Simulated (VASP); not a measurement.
SrCl2: single point with LDA

SrCl2:

```
Sr Cl
1.0
     0.00000    3.53425    3.53425
     3.53425    0.00000    3.53425
     3.53425    3.53425    0.00000
Sr Cl
1 2
Direct
  0.00000 0.00000 0.00000
  0.75000 0.75000 0.75000
  0.25000 0.25000 0.25000
```

```yaml
Program: VASP 6.6.1
Task: single point
Functional: LDA
Potentials_or_basis: VASP PAW LDA potentials, release 64 (Sr_sv, Cl)
Cutoff: 520 eV
k_mesh: 6 × 6 × 6
Occupations: fermi-dirac, width 0.05 eV
Spin: no spin polarisation
```

```json
{
 "Pressure": "-3.8 GPa",
 "Band gap on the k mesh": "4.74 eV, indirect (least direct gap 5.07 eV)"
}
```

Levels at points of the mesh, in eV from the valence-band top:
```
           k point  band 8  band 9  band 10  band 11  band 12  band 13  band 14  band 15  band 16  band 17
(0.00, 0.00, 0.00)   -2.06   -2.06    -0.33    -0.33    -0.33     4.74     5.83     5.83     8.63     8.63
(0.50, 0.00, 0.00)   -1.52   -1.50    -1.30    -1.03    -1.03     6.41     6.41     7.15     7.39     8.15
(0.50, 0.50, 0.00)   -1.84   -1.84    -0.39    -0.39     0.00     5.17     6.70     7.26     7.72     7.72
```

It took 36 s on 1 thread of Intel Xeon 6975P-C, with other jobs on the host, peak memory 0.2 GiB.

A k mesh can miss the band edges. A hybrid or GW would open this gap; LDA tends to underestimate it.
